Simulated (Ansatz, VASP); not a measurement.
Two plane-wave programs on ZnS

```
Zn S
1.0
     0.00000    2.64834    2.64834
     2.64834    0.00000    2.64834
     2.64834    2.64834    0.00000
Zn S
1 1
Direct
  0.00000 0.00000 0.00000
  0.75000 0.75000 0.75000
```

Alike in both runs: task relaxation of cell and atoms; functional LDA; k mesh 10 × 10 × 10; no spin polarisation.

|  | VASP | Ansatz |
| --- | --- | --- |
| version | VASP 6.6.1 | Ansatz 0.2.0 |
| potentials or method | VASP PAW LDA potentials, release 64 (Zn, S), cutoff 600 eV | scalar-relativistic, plane waves, PAW |
| occupations | gaussian, width 0.01 eV | fixed |
| valence electrons in the cell | 18 | 18 |

|  | VASP | Ansatz | Ansatz less VASP |
| --- | --- | --- | --- |
| gap on the k mesh at the Fermi level, each at its own relaxed structure (eV) | 2.15 | 2.13 | -0.023 |
| relaxed volume (Å³/atom) | 18.63 | 18.57 | -0.051 |
| relaxed length of the cell vector where the two differ most in proportion (Å) | 3.749 | 3.745 | -0.0034 |

LDA's correlation is that of Perdew and Zunger in VASP and of Perdew and Wang (1992) in Ansatz.
